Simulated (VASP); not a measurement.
# PbF2 (I4mm) in VASP: single point with PBE+D3(BJ)

Aim: the single point of PbF2 with PBE+D3(BJ).

All numbers are computed with VASP 6.6.1; they aren't measurements. Logs are shortened: lines on timing, memory, paths and dates and some standing lists are left out, and cuts for length are marked.

## (1) The cell of the first run

The structure is tetragonal, space group I4mm (No. 107). The conventional cell has a = 4.200 Å, b = 4.200 Å, c = 5.940 Å, α = 90.00°, β = 90.00°, γ = 90.00°. Pb (site symmetry 4mm) has 8 F at 2.52 to 2.63 Å within 3.3 Å. Within 3.3 Å of F (site symmetry 2mm) lie 4 Pb at 2.52 to 2.63 Å and 6 F at 2.97 Å.

## (2) Single point, PBE+D3(BJ) (atom 1 (Pb) moved by (-0.100, +0.000) A along x and y)

File INCAR:

```
SYSTEM = PbF2
  ALGO = Normal
  EDIFF = 1E-6
  ENCUT = 520
  GGA = PE
  ISIF = 2
  ISMEAR = 0
  IVDW = 12
  LASPH = .True.
  LCHARG = .False.
  LREAL = .False.
  LWAVE = .False.
  NBANDS = 21
  NELM = 60
  PREC = Accurate
  SIGMA = 0.05
```

File KPOINTS:

```
k-points
0
Gamma
  8 8 8
  0 0 0
```

File POSCAR:

```
PbF2
1.0
    0.0000000000      2.9698500000      2.9698500000
    2.9698500000      0.0000000000      2.9698500000
    2.9698500000      2.9698500000      0.0000000000
Pb F
1 2
Direct
    0.0168358671     -0.0168358671     -0.0168358671
    0.2500000000      0.2500000000      0.2500000000
    0.7500000000      0.7500000000      0.7500000000
```

Potentials or basis: VASP PAW PBE potentials, release 64 (Pb_d, F).

Launch:

```sh
$ cat potpaw_PBE.64/Pb_d/POTCAR potpaw_PBE.64/F/POTCAR > POTCAR
$ mpirun -np 1 vasp_std > vasp.out
```

OUTCAR:

```text
SYSTEM = PbF2
   EDIFF = 1E-6
   ENCUT = 520
   GGA = PE
   ISIF = 2
   ISMEAR = 0
   IVDW = 12
   LASPH = .True.
   LREAL = .False.
   NELM = 60
   PREC = Accurate
 IVDW          = 12

 ion  position               nearest neighbor table
   1  0.017  0.983  0.983-   3 2.52   3 2.52   2 2.52   2 2.52   3 2.63   2 2.63   3 2.63   2 2.63

   2  0.250  0.250  0.250-   1 2.52   1 2.52   1 2.63   1 2.63
   3  0.750  0.750  0.750-   1 2.52   1 2.52   1 2.63   1 2.63

  LATTYP: Found a face centered cubic cell.
 ALAT       =     5.9397000000

  Lattice vectors:

 A1 = (   0.0000000000,   2.9698500000,   2.9698500000)
 A2 = (   2.9698500000,   0.0000000000,   2.9698500000)
 A3 = (   2.9698500000,   2.9698500000,   0.0000000000)

Analysis of symmetry for initial positions (statically):
=====================================================================
 Subroutine PRICEL returns:
 Original cell was already a primitive cell.

 Routine SETGRP: Setting up the symmetry group for a
 face centered cubic supercell.

 Subroutine GETGRP returns: Found  8 space group operations
 (whereof  8 operations were pure point group operations)
 out of a pool of 48 trial point group operations.

The static configuration has the point symmetry C_4v.

Analysis of symmetry for dynamics (positions and initial velocities):
=====================================================================
 Subroutine PRICEL returns:
 Original cell was already a primitive cell.

 Routine SETGRP: Setting up the symmetry group for a
 face centered cubic supercell.

 Subroutine GETGRP returns: Found  8 space group operations
 (whereof  8 operations were pure point group operations)
 out of a pool of 48 trial point group operations.

The dynamic configuration has the point symmetry C_4v.

 Subroutine INISYM returns: Found  8 space group operations
 (whereof  8 operations are pure point group operations),
 and found     1 'primitive' translations

----------------------------------------------------------------------------------------

                                     Primitive cell

  volume of cell :      52.3882

  direct lattice vectors                    reciprocal lattice vectors
     0.000000000  2.969850000  2.969850000    -0.168358671  0.168358671  0.168358671
     2.969850000  0.000000000  2.969850000     0.168358671 -0.168358671  0.168358671
     2.969850000  2.969850000  0.000000000     0.168358671  0.168358671 -0.168358671

  length of vectors
     4.200002148  4.200002148  4.200002148     0.291605773  0.291605773  0.291605773

[... 81 lines left out ...]
   NELM   =     60;   NELMIN=  2; NELMDL= -5     # of ELM steps
   EDIFF  = 0.1E-05   stopping-criterion for ELM
   LREAL  =      F    real-space projection
   EDIFFG = 0.1E-04   stopping-criterion for IOM
   NSW    =      0    number of steps for IOM
   IBRION =     -1    ionic relax: 0-MD 1-quasi-New 2-CG
   NFREE  =      0    steps in history (QN), initial steepest desc. (CG)
   ISIF   =      2    stress and relaxation
   ISYM   =      2    0-nonsym 1-usesym 2-fastsym
   POTIM  = 0.5000    time-step for ionic-motion
   TEBEG  =    0.0;   TEEND  =   0.0 temperature during run
   PSTRESS=    0.0 pullay stress
   NELECT =      28.0000    total number of electrons
   NUPDOWN=      -1.0000    fix difference up-down
   EMIN   =  10.00;   EMAX   =-10.00  energy-range for DOS
   EFERMI =   0.00;   METHOD = LEGACY
   ISMEAR =     0;   SIGMA  =   0.05  broadening in eV -4-tet -1-fermi 0-gaus
   EFERMI_NEDOS =   21; number of points for ismear=-14 and -15
   IALGO  =     38    algorithm
   IMIX   =      4    mixing-type and parameters
     AMIX     =   0.40;   BMIX     =  1.00
     AMIX_MAG =   1.60;   BMIX_MAG =  1.00
  volume/ion in A,a.u.               =      17.46       117.84
  Fermi-wavevector in a.u.,A,eV,Ry     =   1.328566  2.510625 24.015460  1.765086
  Thomas-Fermi vector in A             =   2.457794
   LORBIT       =      0    0 simple, 1 ext, 2 COOP (PROOUT), +10 PAW based schemes
   GGA     = PE    functional components
   LHFCALC =     F    Hartree Fock is set to
   AEXX    =    0.0000 exact exchange contribution
   IVDW    =    12    specifies the selected vdW correction
   LEPSILON=     F    determine dielectric tensor
   LRPA    =     F    only Hartree local field effects (RPA)
 non-spin polarized calculation
 Gauss-broadening in eV      SIGMA  =   0.05
  energy-cutoff  :      520.00
  volume of cell :       52.39
 maximum number of plane-waves:      1424
   NGX = 15   NGY = 15   NGZ = 15

 number of electron      28.0000010 magnetization

 Free energy of the ion-electron system (eV)
  ---------------------------------------------------
  ext. energy  EPLUGINS =         0.00000000
  ---------------------------------------------------
  free energy    TOTEN  =       -14.33128553 eV

  energy without entropy =      -14.33128553  energy(sigma->0) =      -14.33128553

 E-fermi :   2.0961     XC(G=0):  -9.3734

 val. band max:        1.8207803568   @ k =   0.5000   0.2500  -0.2500
 cond. band min:       6.2271486623   @ k =   0.0000   0.5000   0.5000
 fundamental gap:      4.4063683055
 Fermi energy:         2.0961195464

 k-point     1 :       0.0000    0.0000    0.0000
  band No.  band energies     occupation
      1     -19.2484      2.00000
      2     -18.6413      2.00000
      3     -12.6138      2.00000
      4     -12.6138      2.00000
      5     -12.6020      2.00000
      6     -12.5595      2.00000
[... 565 lines left out ...]
     20      17.3909      0.00000
     21      18.3360      0.00000

 [... further k-points ...]

------------------------ aborting loop because EDIFF is reached ----------------------------------------

 Edisp (eV)   -0.45764

 E8    (eV) :    -0.1972

  FORCE on cell =-STRESS in cart. coord.  units (eV):
  Direction    XX          YY          ZZ          XY          YZ          ZX
  --------------------------------------------------------------------------------------
  -------------------------------------------------------------------------------------
  Total       0.29181     0.27102     0.27102    -0.00000     0.00000     0.00000
  in kB       8.92440     8.28858     8.28858    -0.00000     0.00000     0.00000
  external pressure =        8.50 kB  Pullay stress =        0.00 kB

 VOLUME and BASIS-vectors are now :
 -----------------------------------------------------------------------------
  energy-cutoff  :      520.00
  volume of cell :       52.39
      direct lattice vectors                 reciprocal lattice vectors
     0.000000000  2.969850000  2.969850000    -0.168358671  0.168358671  0.168358671
     2.969850000  0.000000000  2.969850000     0.168358671 -0.168358671  0.168358671
     2.969850000  2.969850000  0.000000000     0.168358671  0.168358671 -0.168358671

 POSITION                                       TOTAL-FORCE (eV/Angst)
 -----------------------------------------------------------------------------------
      5.83970      2.96985      2.96985         0.161197      0.000000      0.000000
      1.48493      1.48493      1.48493        -0.080599     -0.000000     -0.000000
      4.45477      4.45477      4.45477        -0.080599      0.000000      0.000000
 -----------------------------------------------------------------------------------
    total drift:                               -0.000868     -0.000000      0.000000

  FREE ENERGIE OF THE ION-ELECTRON SYSTEM (eV)
  ---------------------------------------------------
  free  energy   TOTEN  =       -14.7889215735 eV

  energy  without entropy=      -14.7889215735  energy(sigma->0) =      -14.78892157
```

stdout:

```text
POSCAR found type information on POSCAR PbF
 POSCAR found :  2 types and       3 ions
 scaLAPACK will be used
 LDA part: xc-table for (Slater+PW92), standard interpolation
 POSCAR, INCAR and KPOINTS ok, starting setup
 FFT: planning ... GRIDC
 FFT: planning ... GRID_SOFT
 FFT: planning ... GRID
 WAVECAR not read
 entering main loop
```

Run time: 60 s. Hardware: 1 thread of Intel Xeon Platinum 8375C at 2.90GHz (Ice Lake), shared host; peak memory 0.21 GiB.

What came out:

| Property | Result |
| --- | --- |
| Free energy | -14.7889 eV |
| Pressure | 0.9 GPa |
| Largest force | 0.161 eV/Å |
| Band gap on the k mesh | 4.41 eV (least direct gap 4.57 eV) |
| Dispersion energy per atom | -0.153 eV |

Forces on the atoms (eV/Å):
```
Pb   0.161  0.000  0.000
F   -0.081  0.000  0.000
F   -0.081  0.000  0.000
```

Caveat: the cell differs from its parent crystal (atom 1 (Pb) moved by (-0.100, +0.000) A along x and y); spin-orbit coupling is left out, which moves the levels of the heavy elements. A k mesh can miss the band edges.
